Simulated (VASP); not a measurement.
# Mn (P6/mmm) in VASP: a series of runs, part 2 of 2

VASP 6.6.1.

## Step 4: Single point, LDA, collinear spin, ferromagnetic start

This run uses another cell than the first one: it holds 1 atom, not 3.

INCAR

```
SYSTEM = Mn
PREC = Accurate
ENCUT = 520
EDIFF = 1E-7
ISMEAR = -1
SIGMA = 0.05
LREAL = .FALSE.
LASPH = .TRUE.
NELM = 150
ALGO = Normal
ISIF = 2
LWAVE = .FALSE.
LCHARG = .TRUE.
ISPIN = 2
MAGMOM = 3
LORBIT = 11
LMAXMIX = 4
GGA = CA
LELF = .TRUE.
LVHAR = .TRUE.
NBANDS = 16
```

KPOINTS

```
regular mesh
0
G
  19 19 17
  0 0 0
```

POSCAR

```
Mn
1.0
    2.4089258427      0.0000000000      0.0000000000
   -1.2044629213      2.0861909756      0.0000000000
    0.0000000000      0.0000000000      2.0582981862
Mn
1
Direct
    0.0000000000      0.0000000000      0.0000000000
```

Potentials or basis: VASP PAW LDA potentials, release 64 (Mn_pv).

The run is started by

```
cat potpaw_LDA.64/Mn_pv/POTCAR > POTCAR
mpirun -np 1 vasp_std > vasp.out
```

OUTCAR:

```text
SYSTEM = Mn
   PREC = Accurate
   ENCUT = 520
   EDIFF = 1E-7
   ISMEAR = -1
   LREAL = .FALSE.
   LASPH = .TRUE.
   NELM = 150
   ISIF = 2
   ISPIN = 2
   LORBIT = 11
   GGA = CA

 ion  position               nearest neighbor table
   1  0.000  0.000  0.000-

  LATTYP: Found a hexagonal cell.
 ALAT       =     2.4089258427
 C/A-ratio  =     0.8544464714

  Lattice vectors:

 A1 = (   2.4089258427,   0.0000000000,   0.0000000000)
 A2 = (  -1.2044629213,   2.0861909756,   0.0000000000)
 A3 = (   0.0000000000,   0.0000000000,   2.0582981862)

Analysis of symmetry for initial positions (statically):
=====================================================================
 Subroutine PRICEL returns:
 Original cell was already a primitive cell.

 Routine SETGRP: Setting up the symmetry group for a
 hexagonal supercell.

 Subroutine GETGRP returns: Found 24 space group operations
 (whereof 24 operations were pure point group operations)
 out of a pool of 24 trial point group operations.

The static configuration has the point symmetry D_6h.

Analysis of symmetry for dynamics (positions and initial velocities):
=====================================================================
 Subroutine PRICEL returns:
 Original cell was already a primitive cell.

 Routine SETGRP: Setting up the symmetry group for a
 hexagonal supercell.

 Subroutine GETGRP returns: Found 24 space group operations
 (whereof 24 operations were pure point group operations)
 out of a pool of 24 trial point group operations.

The dynamic configuration has the point symmetry D_6h.

Analysis of structural, dynamic, and magnetic symmetry:
=====================================================================
 Subroutine PRICEL returns:
 Original cell was already a primitive cell.

 Routine SETGRP: Setting up the symmetry group for a
 hexagonal supercell.

 Subroutine GETGRP returns: Found 24 space group operations
 (whereof 24 operations were pure point group operations)
 out of a pool of 24 trial point group operations.

The overall configuration has the point symmetry D_6h.

[... 126 lines left out ...]
   LRPA    =     F    only Hartree local field effects (RPA)
 spin polarized calculation
  energy-cutoff  :      520.00
  volume of cell :       10.34
 maximum number of plane-waves:       296
 NGX is ok and might be reduce to    18

 number of electron      12.9999998 magnetization       0.0243976

 number of electron      12.9999998 magnetization      -0.0003681

 Free energy of the ion-electron system (eV)
  ---------------------------------------------------
  ext. energy  EPLUGINS =         0.00000000
  ---------------------------------------------------
  free energy    TOTEN  =        -9.56169301 eV

  energy without entropy =       -9.54829770  energy(sigma->0) =       -9.55499536

 E-fermi :  11.2220     XC(G=0): -14.5119

 val. band max:       11.2186738213   @ k =   0.3684   0.0526   0.2353
 cond. band min:      11.2237016993   @ k =   0.3158   0.2632   0.4706
 fundamental gap:      0.0050278780
 Fermi energy:        11.2219855573

 spin component 1

 k-point     1 :       0.0000    0.0000    0.0000
  band No.  band energies     occupation
      1     -36.1647      1.00000
      2     -36.1647      1.00000
      3     -35.7762      1.00000
      4       2.5991      1.00000
      5       6.6663      1.00000
      6       9.7512      1.00000
[... 435 lines left out ...]
      5       7.2826      1.00000
      6       9.0390      1.00000
[... 8 lines left out ...]
     15      43.7301      0.00000
     16      48.1850      0.00000

 [... further k-points ...]

 spin component 2

 k-point     1 :       0.0000    0.0000    0.0000
  band No.  band energies     occupation
      1     -36.1650      1.00000
      2     -36.1650      1.00000
      3     -35.7766      1.00000
      4       2.5989      1.00000
      5       6.6660      1.00000
      6       9.7509      1.00000
[... 435 lines left out ...]
      5       7.2823      1.00000
      6       9.0388      1.00000
[... 8 lines left out ...]
     15      43.7299      0.00000
     16      48.1849      0.00000

 [... further k-points ...]
[... 5 lines left out ...]
  --------------------------------------------------------------------------------------
  -------------------------------------------------------------------------------------
  Total        0.5299395      0.5299395      0.6789769      0.0000000     -0.0000000      0.0000000
  in kB       82.0825910     82.0825910    105.1670811      0.0000000     -0.0000000      0.0000000
  external PRESSURE =      89.7774210 kB  Pullay stress =       0.0000000 kB

 VOLUME and BASIS-vectors are now :
 -----------------------------------------------------------------------------
  energy-cutoff  :      520.00
  volume of cell :       10.34
      direct lattice vectors                 reciprocal lattice vectors
     2.408925843  0.000000000  0.000000000     0.415122783  0.239671251  0.000000000
    -1.204462921  2.086190976  0.000000000     0.000000000  0.479342501  0.000000000
     0.000000000  0.000000000  2.058298186     0.000000000  0.000000000  0.485838255

 POSITION                                       TOTAL-FORCE (eV/Angst)
 -----------------------------------------------------------------------------------
      0.00000      0.00000      0.00000         0.000000      0.000000      0.000000
 -----------------------------------------------------------------------------------
    total drift:                               -0.000000      0.000000      0.000000

  FREE ENERGIE OF THE ION-ELECTRON SYSTEM (eV)
  ---------------------------------------------------
  free  energy   TOTEN  =        -9.5616930148 eV

  energy  without entropy=       -9.5482977044  energy(sigma->0) =       -9.55499536

 total charge

# of ion       s       p       d       tot
------------------------------------------
    1        0.445   6.387   5.398  12.230

 magnetization (x)

# of ion       s       p       d       tot
------------------------------------------
    1       -0.000  -0.000  -0.000  -0.000
```

stdout:

```text
POSCAR found type information on POSCAR Mn
 POSCAR found :  1 types and       1 ions
 scaLAPACK will be used
 LDA part: xc-table for (Slater(with rela. corr.)+CA(PZ))
 , standard interpolation
 POSCAR, INCAR and KPOINTS ok, starting setup
 FFT: planning ... GRIDC
 FFT: planning ... GRID_SOFT
 FFT: planning ... GRID
 WAVECAR not read
 entering main loop
```

It took 39 s on 1 thread of Intel Xeon 6975P-C (Granite Rapids), shared host; peak memory 0.19 GiB.

What came out:

* Free energy: -9.5617 eV
* Pressure: 9.0 GPa
* Net moment: 0.00 μB per cell
* Valence electrons inside the program's atomic spheres: Mn 12.23

Caveat: atoms lie so close that the PAW spheres overlap strongly, which falsifies energies and pressures; the cell stands under pressure; the moments typed at the start vanished in this run.

## Step 5: Single point, LDA, collinear spin, ferromagnetic start

INCAR

```
SYSTEM = Mn
  ALGO = Normal
  EDIFF = 1E-6
  ENCUT = 520
  ISIF = 2
  ISMEAR = -1
  ISPIN = 2
  LASPH = .TRUE.
  LCHARG = .TRUE.
  LELF = .TRUE.
  LMAXMIX = 4
  LORBIT = 11
  LREAL = .FALSE.
  LVHAR = .TRUE.
  LWAVE = .FALSE.
  MAGMOM = 3 3 3
  NBANDS = 30
  NELM = 150
  PREC = Accurate
  SIGMA = 0.05
```

KPOINTS

```
k-points
0
G
  10 10 13
  0 0 0
```

POSCAR

```
Mn
1.0
    3.7872644103      0.0000000000      0.0000000000
   -1.8936322052      3.2798671901      0.0000000000
    0.0000000000      0.0000000000      2.3853633009
Mn
3
Direct
    0.0000000000      0.0000000000      0.0000000000
    0.3333333333      0.6666666667      0.5000000000
    0.6666666667      0.3333333333      0.5000000000
```

Potentials or basis: VASP PAW LDA potentials, release 64 (Mn_pv).

The run is started by

```
cat potpaw_LDA.64/Mn_pv/POTCAR > POTCAR
mpirun -np 1 vasp_std > vasp.out
```

OUTCAR:

```text
SYSTEM = Mn
   EDIFF = 1E-6
   ENCUT = 520
   ISIF = 2
   ISMEAR = -1
   ISPIN = 2
   LASPH = .TRUE.
   LORBIT = 11
   LREAL = .FALSE.
   NELM = 150
   PREC = Accurate

 ion  position               nearest neighbor table
   1  0.000  0.000  0.000-   2 2.49   3 2.49   2 2.49   3 2.49   2 2.49   2 2.49   3 2.49   3 2.49
                             3 2.49   3 2.49   2 2.49   2 2.49
   2  0.333  0.667  0.500-   3 2.19   3 2.19   3 2.19   1 2.49   1 2.49   1 2.49   1 2.49   1 2.49
                             1 2.49
   3  0.667  0.333  0.500-   2 2.19   2 2.19   2 2.19   1 2.49   1 2.49   1 2.49   1 2.49   1 2.49
                             1 2.49

  LATTYP: Found a hexagonal cell.
 ALAT       =     3.7872644103
 C/A-ratio  =     0.6298380685

  Lattice vectors:

 A1 = (   3.7872644103,   0.0000000000,   0.0000000000)
 A2 = (  -1.8936322052,   3.2798671901,   0.0000000000)
 A3 = (   0.0000000000,   0.0000000000,   2.3853633009)

Analysis of symmetry for initial positions (statically):
=====================================================================
[... 999 lines left out ...]
      4     -36.0684      1.00000
      5     -35.8824      1.00000
      6     -35.6254      1.00000
[... 781 lines left out ...]
     29      28.4805      0.00000
     30      30.3031      0.00000

 [... further k-points ...]
[... 5 lines left out ...]
  --------------------------------------------------------------------------------------
  -------------------------------------------------------------------------------------
  Total        1.5768465      1.5768465      1.5083036     -0.0000000      0.0000000      0.0000000
  in kB       85.2635821     85.2635821     81.5573183     -0.0000000      0.0000000      0.0000000
  external PRESSURE =      84.0281608 kB  Pullay stress =       0.0000000 kB

 VOLUME and BASIS-vectors are now :
 -----------------------------------------------------------------------------
  energy-cutoff  :      520.00
  volume of cell :       29.63
      direct lattice vectors                 reciprocal lattice vectors
     3.787264410  0.000000000  0.000000000     0.264042827  0.152445197  0.000000000
    -1.893632205  3.279867190  0.000000000     0.000000000  0.304890394  0.000000000
     0.000000000  0.000000000  2.385363301     0.000000000  0.000000000  0.419223353

 POSITION                                       TOTAL-FORCE (eV/Angst)
 -----------------------------------------------------------------------------------
      0.00000      0.00000      0.00000        -0.000000      0.000000      0.000000
     -0.00000      2.18658      1.19268        -0.000000      0.000000     -0.000000
      1.89363      1.09329      1.19268         0.000000     -0.000000      0.000000
 -----------------------------------------------------------------------------------
    total drift:                               -0.000000      0.000000     -0.000000

  FREE ENERGIE OF THE ION-ELECTRON SYSTEM (eV)
  ---------------------------------------------------
  free  energy   TOTEN  =       -30.3091113443 eV

  energy  without entropy=      -30.2852610537  energy(sigma->0) =      -30.29718620

 total charge

# of ion       s       p       d       tot
------------------------------------------
    1        0.436   6.437   5.252  12.126
    2        0.467   6.459   5.320  12.247
    3        0.467   6.459   5.320  12.247
--------------------------------------------------
tot          1.371  19.355  15.893  36.619

 magnetization (x)

# of ion       s       p       d       tot
------------------------------------------
    1       -0.000  -0.000  -0.001  -0.001
    2        0.000   0.000   0.000   0.000
    3        0.000   0.000   0.000   0.000
--------------------------------------------------
tot          0.000   0.000  -0.000  -0.000
```

Wall time 72 s (1 thread of Intel Xeon 6975P-C (Granite Rapids), shared host); peak memory 0.21 GiB.

Results:

```yaml
Free_energy: -30.3091 eV
Pressure: 8.4 GPa
Net_moment: 0.00 μB per cell
Valence_electrons_inside_the_program's_atomic_spheres: Mn 12.13, 12.25 (each value once)
```

Stress tensor (GPa, compression positive):
```
8.53 0.00 0.00
0.00 8.53 0.00
0.00 0.00 8.16
```

Caveat: the cell stands under pressure; the moments typed at the start vanished in this run.
